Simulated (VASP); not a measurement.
**NaScTe2: single point with r2SCAN+rVV10**

NaScTe2:

```
Na Te Sc
1.0
     4.28403    0.00000    0.00000
     0.00000    4.28403    0.00000
     0.00000    0.00000    5.87825
Na Te Sc
1 2 1
Direct
  0.00000 0.00000 0.00000
  0.00000 0.00000 0.50000
  0.50000 0.50000 0.00000
  0.50000 0.50000 0.50000
```

| Quantity | Value |
| --- | --- |
| Program | VASP 6.6.1 |
| Task | single point |
| Functional | r2SCAN |
| Dispersion | rVV10 |
| Potentials or basis | VASP PAW PBE potentials, release 64 (Na_pv, Te, Sc_sv) |
| Cutoff | 520 eV |
| k mesh | 6 × 6 × 4 |
| Occupations | fermi-dirac, width 0.03 eV |
| Spin | no spin polarisation |

- Pressure: 0.2 GPa
- Band gap on the k mesh: zero (bands 15 and 16 overlap by 0.15 eV)

Levels at points of the mesh, in eV from the Fermi level:
| k point | band 12 | band 13 | band 14 | band 15 | band 16 | band 17 | band 18 | band 19 |
| --- | --- | --- | --- | --- | --- | --- | --- | --- |
| (0.00, 0.00, 0.00) | -1.92 | -0.05 | -0.03 | 0.15 | 0.15 | 0.85 | 1.23 | 1.23 |
| (0.50, 0.00, 0.00) | -2.50 | -2.47 | -2.14 | -0.24 | 1.36 | 1.59 | 1.93 | 1.99 |
| (0.50, 0.50, 0.00) | -1.64 | -1.59 | -1.31 | -1.31 | 0.51 | 0.51 | 1.43 | 1.87 |
| (0.00, 0.00, 0.50) | -1.63 | -1.63 | -0.84 | -0.84 | 0.02 | 0.85 | 2.15 | 2.19 |
| (0.50, 0.00, 0.50) | -2.59 | -2.37 | -0.61 | -0.38 | 1.63 | 2.03 | 2.23 | 3.77 |
| (0.50, 0.50, 0.50) | -2.93 | -2.55 | -2.55 | -1.99 | 1.55 | 1.73 | 1.73 | 1.87 |

It took 3.4 min on 1 thread of Intel(R) Xeon(R) Platinum 8488C (Sapphire Rapids), with other jobs on the host, peak memory 0.45 GiB.

Caveat: semilocal functionals underestimate gaps, and a narrow one can read as zero; the PAW data sets were made with another functional, which shifts forces and pressure a little; spin-orbit coupling is left out, which moves the levels of the heavy elements.
